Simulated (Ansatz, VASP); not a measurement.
NaI in VASP and in Ansatz

```
Na I
1.0
     0.00000    3.33349    3.28495
     3.33349    0.00000    3.28495
     3.33349    3.33349    0.00000
Na I
1 1
Direct
  0.00000 0.00000 0.00000
  0.50000 0.50000 0.50000
```

Change from the starting cell: strain +0.030 along x and y, +0.015 along z, atoms carried along.

Alike in both runs: task single point; functional r2SCAN; k mesh 6 × 6 × 6; occupations gaussian, width 0.05 eV; no spin polarisation.

|  | VASP | Ansatz |
| --- | --- | --- |
| version | VASP 6.6.1 | Ansatz 0.2.0 |
| potentials or method | VASP PAW PBE potentials, release 64 (Na_pv, I), cutoff 520 eV | scalar-relativistic, plane waves, PAW |
| valence electrons in the cell | 14 | 26 |

|  | VASP | Ansatz | Ansatz less VASP |
| --- | --- | --- | --- |
| gap on the k mesh at the Fermi level (eV) | 4.22 | 4.21 | -0.009 |
| least direct gap on the mesh (eV) | 4.22 | 4.21 | -0.009 |
| pressure (GPa) | -1.2 | -1.1 | +0.06 |
| traceless stress, the component that is largest in VASP (GPa) | 0.17 | 0.17 | -0.005 |

VASP's potentials were made for PBE, not for r2SCAN. With one functional, cell and mesh, what is left measures potentials, basis and numerics. VASP's potentials hold 14 valence electrons a cell and Ansatz's 26, so a difference there can come from the potentials and not from the codes.

Neither program's run includes spin-orbit coupling.
